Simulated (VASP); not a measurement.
# SnTe (Fm-3m) in VASP: a series of runs, part 2 of 2

VASP 6.6.1. Earlier steps stand in the parts before.

### 4 Single point, r2SCAN

This run uses another cell than the first one, of 32.44 Å³/atom, 1.064 times its volume.

POSCAR reads:

```
SnTe
1.0
    0.0000000000      3.1893303446      3.1893303446
    3.1893303446      0.0000000000      3.1893303446
    3.1893303446      3.1893303446      0.0000000000
Sn Te
1 1
Direct
    0.0000000000      0.0000000000      0.0000000000
    0.5000000000      0.5000000000      0.5000000000
```

INCAR.step1 reads:

```
SYSTEM = SnTe
PREC = Accurate
ENCUT = 520
ISMEAR = -1
SIGMA = 0.02
LREAL = .FALSE.
LASPH = .TRUE.
NELM = 60
NBANDS = 17
GGA = PE
ALGO = Normal
EDIFF = 1E-4
LWAVE = .TRUE.
LCHARG = .FALSE.
```

INCAR.step2 reads:

```
SYSTEM = SnTe
PREC = Accurate
ENCUT = 520
EDIFF = 1E-6
ISMEAR = -1
SIGMA = 0.02
LREAL = .FALSE.
LASPH = .TRUE.
NELM = 60
ALGO = Normal
ISIF = 2
LWAVE = .FALSE.
LCHARG = .TRUE.
METAGGA = R2SCAN
LMIXTAU = .TRUE.
LELF = .TRUE.
LVHAR = .TRUE.
NBANDS = 17
ISTART = 1
```

KPOINTS reads:

```
Automatic mesh
0
G
  6 6 6
  0 0 0
```

Potentials or basis: VASP PAW PBE potentials, release 64 (Sn_d, Te).

Launch:

```bash
> cat potpaw_PBE.64/Sn_d/POTCAR potpaw_PBE.64/Te/POTCAR > POTCAR
> cp INCAR.step1 INCAR
> mpirun -np 1 vasp_std > vasp.out
> cp INCAR.step2 INCAR
> mpirun -np 1 vasp_std > vasp.out
```

OUTCAR:

```text
SYSTEM = SnTe
   PREC = Accurate
   ENCUT = 520
   EDIFF = 1E-6
   ISMEAR = -1
   LREAL = .FALSE.
   LASPH = .TRUE.
   NELM = 60
   ISIF = 2
   METAGGA = R2SCAN
   ISTART = 1

 ion  position               nearest neighbor table
   1  0.000  0.000  0.000-   2 3.19   2 3.19   2 3.19   2 3.19   2 3.19   2 3.19
   2  0.500  0.500  0.500-   1 3.19   1 3.19   1 3.19   1 3.19   1 3.19   1 3.19

  LATTYP: Found a face centered cubic cell.
 ALAT       =     6.3786606892

  Lattice vectors:

 A1 = (   0.0000000000,   3.1893303446,   3.1893303446)
 A2 = (   3.1893303446,   0.0000000000,   3.1893303446)
 A3 = (   3.1893303446,   3.1893303446,   0.0000000000)

Analysis of symmetry for initial positions (statically):
=====================================================================
 Subroutine PRICEL returns:
 Original cell was already a primitive cell.

 Routine SETGRP: Setting up the symmetry group for a
 face centered cubic supercell.

 Subroutine GETGRP returns: Found 48 space group operations
 (whereof 48 operations were pure point group operations)
 out of a pool of 48 trial point group operations.

The static configuration has the point symmetry O_h .

Analysis of symmetry for dynamics (positions and initial velocities):
=====================================================================
 Subroutine PRICEL returns:
 Original cell was already a primitive cell.

 Routine SETGRP: Setting up the symmetry group for a
 face centered cubic supercell.

 Subroutine GETGRP returns: Found 48 space group operations
 (whereof 48 operations were pure point group operations)
 out of a pool of 48 trial point group operations.

The dynamic configuration has the point symmetry O_h .

[... 99 lines left out ...]
   PSTRESS=    0.0 pullay stress
   NELECT =      20.0000    total number of electrons
   NUPDOWN=      -1.0000    fix difference up-down
   EMIN   =  10.00;   EMAX   =-10.00  energy-range for DOS
   EFERMI =   0.00;   METHOD = LEGACY
   ISMEAR =    -1;   SIGMA  =   0.02  broadening in eV -4-tet -1-fermi 0-gaus
   EFERMI_NEDOS =   21; number of points for ismear=-14 and -15
   IALGO  =     38    algorithm
   IMIX   =      4    mixing-type and parameters
     AMIX     =   0.40;   BMIX     =  1.00
     AMIX_MAG =   1.60;   BMIX_MAG =  1.00
  volume/ion in A,a.u.               =      32.44       218.92
  Fermi-wavevector in a.u.,A,eV,Ry     =   1.105882  2.089813 16.639575  1.222974
  Thomas-Fermi vector in A             =   2.242375
   LORBIT       =      0    0 simple, 1 ext, 2 COOP (PROOUT), +10 PAW based schemes
   METAGGA = R2SCAN    functional components
   LHFCALC =     F    Hartree Fock is set to
   AEXX    =    0.0000 exact exchange contribution
   IVDW    =     0    specifies the selected vdW correction
   LEPSILON=     F    determine dielectric tensor
   LRPA    =     F    only Hartree local field effects (RPA)
 non-spin polarized calculation
  energy-cutoff  :      520.00
  volume of cell :       64.88
 maximum number of plane-waves:      1807
 NGX is ok and might be reduce to    36
   NGX = 17   NGY = 17   NGZ = 17

 number of electron      20.0000002 magnetization

 Free energy of the ion-electron system (eV)
  ---------------------------------------------------
  ext. energy  EPLUGINS =         0.00000000
  ---------------------------------------------------
  free energy    TOTEN  =       -50.68393237 eV

  energy without entropy =      -50.68374730  energy(sigma->0) =      -50.68383983

 E-fermi :   6.6286     XC(G=0):  -9.8930

 val. band max:        6.5570243717   @ k =   0.5000   0.0000   0.0000
 cond. band min:       6.7000911046   @ k =   0.5000   0.0000   0.0000
 fundamental gap:      0.1430667328
 Fermi energy:         6.6285567214

 k-point     1 :       0.0000    0.0000    0.0000
  band No.  band energies     occupation
      1     -16.1889      2.00000
      2     -16.1889      2.00000
      3     -16.1803      2.00000
      4     -16.1803      2.00000
      5     -16.1803      2.00000
      6      -6.6560      2.00000
[... 297 lines left out ...]
      4     -16.1739      2.00000
      5     -16.1706      2.00000
      6      -5.0280      2.00000
[... 9 lines left out ...]
     16      16.8752      0.00000
     17      18.0635      0.00000

------------------------ aborting loop because EDIFF is reached ----------------------------------------

  FORCE on cell =-STRESS in cart. coord.  units (eV):
  Direction    XX          YY          ZZ          XY          YZ          ZX
  --------------------------------------------------------------------------------------
  -------------------------------------------------------------------------------------
  Total        0.0009733      0.0009733      0.0009733     -0.0000000      0.0000000      0.0000000
  in kB        0.0240351      0.0240351      0.0240351     -0.0000000      0.0000000      0.0000000
  external PRESSURE =       0.0240351 kB  Pullay stress =       0.0000000 kB

 VOLUME and BASIS-vectors are now :
 -----------------------------------------------------------------------------
  energy-cutoff  :      520.00
  volume of cell :       64.88
      direct lattice vectors                 reciprocal lattice vectors
     0.000000000  3.189330345  3.189330345    -0.156772722  0.156772722  0.156772722
     3.189330345  0.000000000  3.189330345     0.156772722 -0.156772722  0.156772722
     3.189330345  3.189330345  0.000000000     0.156772722  0.156772722 -0.156772722

 POSITION                                       TOTAL-FORCE (eV/Angst)
 -----------------------------------------------------------------------------------
      0.00000      0.00000      0.00000        -0.000000      0.000000     -0.000000
      3.18933      3.18933      3.18933         0.000000     -0.000000      0.000000
 -----------------------------------------------------------------------------------
    total drift:                               -0.000000      0.000000      0.000000

  FREE ENERGIE OF THE ION-ELECTRON SYSTEM (eV)
  ---------------------------------------------------
  free  energy   TOTEN  =       -50.6839323658 eV

  energy  without entropy=      -50.6837473030  energy(sigma->0) =      -50.68383983
```

OUTCAR.step1:

```text
SYSTEM = SnTe
   PREC = Accurate
   ENCUT = 520
   ISMEAR = -1
   LREAL = .FALSE.
   LASPH = .TRUE.
[... 530 lines left out ...]
      0.00000      0.00000      0.00000        -0.000000      0.000000     -0.000000
      3.18933      3.18933      3.18933         0.000000     -0.000000      0.000000
 -----------------------------------------------------------------------------------
    total drift:                               -0.000000      0.000000      0.000000

  FREE ENERGIE OF THE ION-ELECTRON SYSTEM (eV)
  ---------------------------------------------------
  free  energy   TOTEN  =        -7.5627316625 eV

  energy  without entropy=       -7.5617137084  energy(sigma->0) =       -7.56222269
```

OSZICAR.step1:

```text
N       E                     dE             d eps       ncg     rms          rms(c)
DAV:   1     0.127840305803E+03    0.12784E+03   -0.94385E+03   552   0.134E+03
DAV:   2     0.357253886547E+01   -0.12427E+03   -0.12112E+03   593   0.329E+02
DAV:   3    -0.729453896941E+01   -0.10867E+02   -0.10790E+02   685   0.882E+01
DAV:   4    -0.761170004072E+01   -0.31716E+00   -0.31693E+00   666   0.157E+01
DAV:   5    -0.762494624776E+01   -0.13246E-01   -0.13246E-01   797   0.307E+00    0.436E+00
DAV:   6    -0.756114087150E+01    0.63805E-01   -0.14735E-01   693   0.248E+00    0.286E+00
DAV:   7    -0.756215858595E+01   -0.10177E-02   -0.55658E-02   661   0.111E+00    0.899E-01
DAV:   8    -0.756260260513E+01   -0.44402E-03   -0.72659E-03   690   0.661E-01    0.187E-01
DAV:   9    -0.756274635191E+01   -0.14375E-03   -0.71226E-04   697   0.235E-01    0.345E-02
DAV:  10    -0.756273166245E+01    0.14689E-04   -0.11805E-04   448   0.918E-02
   1 F= -.75627317E+01 E0= -.75622227E+01  d E =-.101795E-02
```

Wall time 58 s (1 thread of Intel Xeon 6975P-C, shared host); peak memory 0.22 GiB.

Results:

| Item | Value |
| --- | --- |
| Free energy | -50.6839 eV |
| Pressure | 0.0 GPa |
| Band gap on the k mesh | 0.14 eV, direct |

Caveat: the PAW data sets were made with another functional, which shifts forces and pressure a little; spin-orbit coupling is left out, which moves the levels of the heavy elements.

### 5 Single point, r2SCAN (volume changed by +3%)

POSCAR reads:

```
SnTe
1.0
    0.0000000000      3.2209099265      3.2209099265
    3.2209099265      0.0000000000      3.2209099265
    3.2209099265      3.2209099265      0.0000000000
Sn Te
1 1
Direct
    0.0000000000      0.0000000000      0.0000000000
    0.5000000000      0.5000000000      0.5000000000
```

INCAR.step1 reads:

```
ALGO = Normal ; EDIFF = 1E-4
ENCUT = 520 ; GGA = PE
ISMEAR = -1 ; LASPH = T
LCHARG = F ; LREAL = F
LWAVE = T ; NBANDS = 17
NELM = 60 ; PREC = Accurate
SIGMA = 0.02
```

INCAR.step2 reads:

```
ALGO = Normal ; EDIFF = 1E-7
ENCUT = 520 ; ISIF = 2
ISMEAR = -1 ; ISTART = 1
LASPH = T ; LCHARG = T
LELF = T ; LMIXTAU = T
LREAL = F ; LVHAR = T
LWAVE = F ; METAGGA = R2SCAN
NBANDS = 17 ; NELM = 60
PREC = Accurate ; SIGMA = 0.02
```

KPOINTS reads:

```
k-points
0
Gamma
  6 6 6
```

Launch:

```bash
> cat potpaw_PBE.64/Sn_d/POTCAR potpaw_PBE.64/Te/POTCAR > POTCAR
> cp INCAR.step1 INCAR
> mpirun -np 1 vasp_std > vasp.out
> cp INCAR.step2 INCAR
> mpirun -np 1 vasp_std > vasp.out
```

It took 81 s on 1 thread of Intel Xeon 6975P-C, shared host; peak memory 0.22 GiB.

The run converged. Its results:

- Free energy: -50.6766 eV
- Pressure: -1.3 GPa
- Band gap on the k mesh: 0.23 eV, direct

Levels at points of the mesh, in eV from the valence-band top:
```tsv
k point	band 8	band 9	band 10	band 11	band 12	band 13
(0.00, 0.00, 0.00)	-2.22	-2.22	-2.22	3.37	3.37	3.37
(0.50, 0.00, 0.00)	-1.87	-1.87	0.00	0.23	0.46	0.46
(0.50, 0.50, 0.00)	-5.42	-3.71	-3.71	2.65	4.86	4.86
```

Caveat: the cell differs from its parent crystal (volume changed by +3%); the PAW data sets were made with another functional, which shifts forces and pressure a little; spin-orbit coupling is left out, which moves the levels of the heavy elements. A k mesh can miss the band edges.

### 6 Overview

| cell | gap on the mesh (eV) | pressure (GPa) |
| --- | --- | --- |
| a = 4.418 Å, angles 60.0°, 2 atoms | 0.06 | 3.0 |
| a = 4.465 Å, angles 60.0°, 2 atoms | 0.05 | 1.4 |
| a = 4.510 Å, angles 60.0°, 2 atoms | 0.14 | 0.0 |
| a = 4.555 Å, angles 60.0°, 2 atoms | 0.23 | -1.3 |

Alike in all rows: task single point; level r2SCAN; potentials or basis VASP PAW PBE potentials, release 64 (Sn_d, Te); no spin polarisation; k mesh 6 × 6 × 6; cutoff (eV) 520; smearing fermi-dirac 0.02 eV.

Caveats: the PAW data sets were made with another functional, which shifts forces and pressure a little; spin-orbit coupling is left out, which moves the levels of the heavy elements.

Total energies depend on the potentials used, so only differences within one code and one set of settings carry meaning.
